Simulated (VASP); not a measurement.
**MnO: single point with BLYP**

Crystal: MnO.

```
Mn O
1.0
     0.00000    2.22391    2.22391
     2.22391    0.00000    2.22391
     2.22391    2.22391    0.00000
Mn O
1 1
Direct
  0.00000 0.00000 0.00000
  0.50000 0.50000 0.50000
```

```yaml
Program: VASP 6.6.1
Task: single point
Functional: BLYP
Potentials_or_basis: VASP PAW PBE potentials, release 64 (Mn_pv, O)
Cutoff: 520 eV
k_mesh: 10 × 10 × 10
Occupations: fermi-dirac, width 0.05 eV
Spin: collinear spin, ferromagnetic start
Starting_moments: "[4.0, 0.0] μB"
Dipole_correction: no
Further_INCAR_settings: ALGO = Normal; EDIFF = 1e-06; NBANDS = 20
```

```json
{"Pressure": "3.9 GPa", "Net moment": "4.70 μB per cell", "Site moments": "Mn +4.27; O +0.23 μB", "Valence electrons inside the program's atomic spheres": "Mn 11.38; O 4.99"}
```

Levels at points of the mesh, in eV from the Fermi level:
Spin up:
| k point | band 8 | band 9 | band 10 | band 11 | band 12 | band 13 | band 14 | band 15 | band 16 | band 17 |
| --- | --- | --- | --- | --- | --- | --- | --- | --- | --- | --- |
| (0.00, 0.00, 0.00) | -3.07 | -3.07 | -3.07 | -2.56 | -2.56 | -0.06 | 14.87 | 16.78 | 16.78 | 16.78 |
| (0.50, 0.00, 0.00) | -2.21 | -2.21 | -1.79 | 0.24 | 0.24 | 4.06 | 7.94 | 12.24 | 12.24 | 19.04 |
| (0.50, 0.50, 0.00) | -3.99 | -2.14 | -1.94 | -1.94 | -1.80 | 5.29 | 8.21 | 11.01 | 13.95 | 13.95 |
Spin down:
```csv
k point,band 5,band 6,band 7,band 8,band 9,band 10
"(0.00, 0.00, 0.00)",-3.35,-3.35,-3.35,0.55,0.55,0.55
"(0.50, 0.00, 0.00)",-7.33,-4.87,-4.87,1.75,1.75,1.75
"(0.50, 0.50, 0.00)",-6.33,-4.31,-4.31,-0.93,1.76,1.98
```

Run time: 48 s on 1 thread of Intel(R) Xeon(R) Platinum 8488C (Sapphire Rapids), on a shared host, peak memory 0.16 GiB.

Caveat: the PAW data sets were made with another functional, which shifts forces and pressure a little; a cell with one magnetic atom can't hold antiferromagnetic order, which such compounds often take; semilocal functionals often make such compounds metallic where correlation or magnetic order opens a gap, which also shifts bond lengths. With open d or f shells a metallic result of BLYP can be an artefact of self-interaction; +U or a hybrid may open a gap.
